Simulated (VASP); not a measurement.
# HPt6: single point with PBE

HPt6, a slab with vacuum:

```
CELL_PARAMETERS angstrom
5.61458 0.00000 0.00000
-2.80729 4.86237 0.00000
0.00000 0.00000 22.61974
ATOMIC_POSITIONS crystal
Pt 0.33333 0.16667 0.17684
Pt 0.33333 0.66667 0.17684
Pt 0.83333 0.16667 0.17684
Pt 0.83333 0.66667 0.17684
Pt 0.16667 0.33333 0.27896
Pt 0.16667 0.83333 0.27896
Pt 0.66667 0.33333 0.27896
Pt 0.66667 0.83333 0.27896
Pt 0.00000 0.00000 0.38107
Pt 0.00000 0.50000 0.38107
Pt 0.50000 0.00000 0.38107
Pt 0.50000 0.50000 0.38107
H 0.21144 0.42288 0.44341
H 0.28856 0.57712 0.44341
```

```yaml
Program: VASP 6.6.1
Task: single point
Functional: PBE
Potentials_or_basis: VASP PAW PBE potentials, release 64 (Pt, H)
Cutoff: 520 eV
k_mesh: 6 × 6 × 1
Occupations: gaussian, width 0.1 eV
Spin: no spin polarisation
```

The largest force is 3.212 eV/Å. The band gap on the k mesh is zero (bands 61 and 62 overlap by 0.73 eV).

Forces in eV/Å, atoms in the order of the input:
```
Pt   0.052  0.008 -0.064
Pt   0.000  0.020  0.055
Pt  -0.052  0.008 -0.064
Pt   0.000 -0.013  0.125
Pt   0.000 -0.117 -0.360
Pt  -0.005  0.094 -0.084
Pt   0.000  0.061  0.315
Pt   0.005  0.094 -0.084
Pt   0.000 -0.343 -0.174
Pt  -0.454 -0.071  0.216
Pt   0.000  0.343 -0.225
Pt   0.454 -0.071  0.216
H    0.000 -3.211  0.066
H    0.000  3.199  0.063
```

Levels at points of the mesh, in eV from the Fermi level:
| k point | band 59 | band 60 | band 61 | band 62 | band 63 | band 64 |
| --- | --- | --- | --- | --- | --- | --- |
| (0.00, 0.00, 0.00) | 0.38 | 0.44 | 0.48 | 0.57 | 0.58 | 0.58 |
| (0.50, 0.00, 0.00) | -0.28 | -0.18 | -0.02 | 0.01 | 0.18 | 0.27 |
| (0.00, 0.50, 0.00) | -0.29 | -0.15 | -0.06 | 0.04 | 0.10 | 0.24 |

Run time: 29 min on 1 thread of Intel(R) Xeon(R) Platinum 8488C (Sapphire Rapids), with other jobs on the host, peak memory 0.86 GiB.

Caveat: spin-orbit coupling is left out, which moves the levels of the heavy elements.
